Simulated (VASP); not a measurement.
# Rh (Fm-3m) in VASP: further runs, part 3 of 3

VASP 6.6.1. Earlier steps stand in the parts before.

### 6 Single point, r2SCAN

This run uses another cell than the first one, of 13.09 Å³/atom, 0.957 times its volume.

The input, POSCAR:

```
Rh
1.0
    0.0000000000      1.8703799614      1.8703799614
    1.8703799614      0.0000000000      1.8703799614
    1.8703799614      1.8703799614      0.0000000000
Rh
1
Direct
    0.0000000000      0.0000000000      0.0000000000
```

The input, INCAR.step1:

```
SYSTEM = Rh
ALGO = Normal
EDIFF = 1E-4
ENCUT = 520
GGA = PE
ISMEAR = -1
LASPH = .TRUE.
LCHARG = .FALSE.
LREAL = .FALSE.
LWAVE = .TRUE.
NBANDS = 14
NELM = 100
PREC = Accurate
SIGMA = 0.05
```

The input, INCAR.step2:

```
SYSTEM = Rh
ALGO = Normal
EDIFF = 1E-6
ENCUT = 520
ISIF = 2
ISMEAR = -1
ISTART = 1
LASPH = .TRUE.
LCHARG = .FALSE.
LMIXTAU = .TRUE.
LREAL = .FALSE.
LWAVE = .FALSE.
METAGGA = R2SCAN
NBANDS = 14
NELM = 100
PREC = Accurate
SIGMA = 0.05
```

The input, KPOINTS:

```
k-points
0
G
  24 24 24
  0 0 0
```

Potentials or basis: VASP PAW PBE potentials, release 64 (Rh_pv).

On the command line:

```console
$ cat potpaw_PBE.64/Rh_pv/POTCAR > POTCAR
$ cp INCAR.step1 INCAR
$ mpirun -np 1 vasp_std > vasp.out
$ cp INCAR.step2 INCAR
$ mpirun -np 1 vasp_std > vasp.out
```

OUTCAR:

```text
SYSTEM = Rh
   EDIFF = 1E-6
   ENCUT = 520
   ISIF = 2
   ISMEAR = -1
   ISTART = 1
   LASPH = .TRUE.
   LREAL = .FALSE.
   METAGGA = R2SCAN
   NELM = 100
   PREC = Accurate

 ion  position               nearest neighbor table
   1  0.000  0.000  0.000-

  LATTYP: Found a face centered cubic cell.
 ALAT       =     3.7407599228

  Lattice vectors:

 A1 = (   0.0000000000,   1.8703799614,   1.8703799614)
 A2 = (   1.8703799614,   0.0000000000,   1.8703799614)
 A3 = (   1.8703799614,   1.8703799614,   0.0000000000)

Analysis of symmetry for initial positions (statically):
=====================================================================
 Subroutine PRICEL returns:
 Original cell was already a primitive cell.

 Routine SETGRP: Setting up the symmetry group for a
 face centered cubic supercell.

 Subroutine GETGRP returns: Found 48 space group operations
 (whereof 48 operations were pure point group operations)
 out of a pool of 48 trial point group operations.

The static configuration has the point symmetry O_h .

Analysis of symmetry for dynamics (positions and initial velocities):
=====================================================================
 Subroutine PRICEL returns:
 Original cell was already a primitive cell.
[... 161 lines left out ...]
  band No.  band energies     occupation
      1     -35.2147      2.00000
      2     -35.2147      2.00000
      3     -35.2147      2.00000
      4       4.1052      2.00000
      5       9.2365      2.00000
      6       9.2365      2.00000
      7       9.2365      2.00000
      8      11.5135      2.00000
      9      11.5135      2.00000
     10      29.3322      0.00000
     11      29.9879      0.00000
     12      35.3796      0.00000
     13      35.3796      0.00000
     14      35.3796      0.00000
[... 377 lines left out ...]
      1     -36.1144      2.00000
      2     -35.3454      2.00000
      3     -35.3448      2.00000
      4       5.9800      2.00000
      5       9.0867      2.00000
      6       9.2095      2.00000
      7      12.2307      1.99964
      8      13.2641      0.00001
      9      13.9332      0.00000
     10      22.9014      0.00000
     11      29.1660      0.00000
     12      29.9884      0.00000
     13      35.4248      0.00000
     14      35.7220      0.00000

 [... further k-points ...]
[... 5 lines left out ...]
  --------------------------------------------------------------------------------------
  -------------------------------------------------------------------------------------
  Total        1.3482451      1.3482451      1.3482451     -0.0000000     -0.0000000      0.0000000
  in kB      165.0668702    165.0668702    165.0668702     -0.0000000     -0.0000000      0.0000000
  external PRESSURE =     165.0668702 kB  Pullay stress =       0.0000000 kB

 VOLUME and BASIS-vectors are now :
 -----------------------------------------------------------------------------
  energy-cutoff  :      520.00
  volume of cell :       13.09
      direct lattice vectors                 reciprocal lattice vectors
     0.000000000  1.870379961  1.870379961    -0.267325362  0.267325362  0.267325362
     1.870379961  0.000000000  1.870379961     0.267325362 -0.267325362  0.267325362
     1.870379961  1.870379961  0.000000000     0.267325362  0.267325362 -0.267325362

 POSITION                                       TOTAL-FORCE (eV/Angst)
 -----------------------------------------------------------------------------------
      0.00000      0.00000      0.00000        -0.000000     -0.000000      0.000000
 -----------------------------------------------------------------------------------
    total drift:                                0.000000      0.000000      0.000000

  FREE ENERGIE OF THE ION-ELECTRON SYSTEM (eV)
  ---------------------------------------------------
  free  energy   TOTEN  =       -24.1085405619 eV

  energy  without entropy=      -24.0996608183  energy(sigma->0) =      -24.10410069
```

OUTCAR.step1:

```text
SYSTEM = Rh
   EDIFF = 1E-4
   ENCUT = 520
   GGA = PE
   ISMEAR = -1
   LASPH = .TRUE.
   LREAL = .FALSE.
[... 623 lines left out ...]
 -----------------------------------------------------------------------------------
      0.00000      0.00000      0.00000        -0.000000      0.000000     -0.000000
 -----------------------------------------------------------------------------------
    total drift:                                0.000000      0.000000      0.000000

  FREE ENERGIE OF THE ION-ELECTRON SYSTEM (eV)
  ---------------------------------------------------
  free  energy   TOTEN  =        -7.2025284862 eV

  energy  without entropy=       -7.1933831884  energy(sigma->0) =       -7.19795584
```

OSZICAR.step1:

```text
N       E                     dE             d eps       ncg     rms          rms(c)
DAV:   1     0.120314453988E+03    0.12031E+03   -0.87215E+03 11622   0.116E+03
DAV:   2    -0.613009515008E+01   -0.12644E+03   -0.12082E+03 12914   0.343E+02
DAV:   3    -0.768545084338E+01   -0.15554E+01   -0.15533E+01 13664   0.418E+01
DAV:   4    -0.769088664215E+01   -0.54358E-02   -0.54356E-02 13208   0.254E+00
DAV:   5    -0.769093215740E+01   -0.45515E-04   -0.45516E-04 13190   0.204E-01    0.115E+01
DAV:   6    -0.722760136011E+01    0.46333E+00   -0.72859E-01 12152   0.120E+01    0.427E+00
DAV:   7    -0.720634921947E+01    0.21252E-01   -0.22548E-02 13454   0.195E+00    0.186E+00
DAV:   8    -0.720271243049E+01    0.36368E-02   -0.39635E-03 12074   0.858E-01    0.266E-01
DAV:   9    -0.720252724994E+01    0.18518E-03   -0.10946E-04  8110   0.149E-01    0.109E-02
DAV:  10    -0.720252848619E+01   -0.12363E-05   -0.54918E-06  5854   0.289E-02
   1 F= -.72025285E+01 E0= -.71979558E+01  d E =-.914530E-02
```

Wall time 95 s (1 thread of Intel Xeon 6975P-C (Granite Rapids), shared host); peak memory 0.18 GiB.

Results:

```
Free energy : -24.1085 eV
Pressure    : 16.5 GPa
```

Caveat: the PAW data sets were made with another functional, which shifts forces and pressure a little.

### 7 Summary

| task | cell | cutoff (eV) | gap on the mesh (eV) | pressure (GPa) |
| --- | --- | --- | --- | --- |
| relaxation of cell and atoms | relaxed from a = 2.684 Å, angles 60.0°, 1 atom | 600 | none | 0.0 |
| relaxation of cell and atoms | relaxed to 1 GPa from a = 2.687 Å, angles 60.0°, 1 atom | 600 | none | 1.0 |
| relaxation of cell and atoms | relaxed to 7 GPa from a = 2.687 Å, angles 60.0°, 1 atom | 600 | none | 7.0 |
| relaxation of cell and atoms | relaxed to 10 GPa from a = 2.687 Å, angles 60.0°, 1 atom | 600 | none | 10.0 |
| single point | a = 2.645 Å, angles 60.0°, 1 atom | 520 | none | 16.5 |

Alike in all rows: level r2SCAN; potentials or basis VASP PAW PBE potentials, release 64 (Rh_pv); no spin polarisation; k mesh 24 × 24 × 24; smearing fermi-dirac 0.05 eV.

Caveats: the PAW data sets were made with another functional, which shifts forces and pressure a little; the cell is relaxed towards a set pressure, so the enthalpy falls and the energy may rise (some runs).

Total energies depend on the potentials used, so only differences within one code and one set of settings carry meaning.
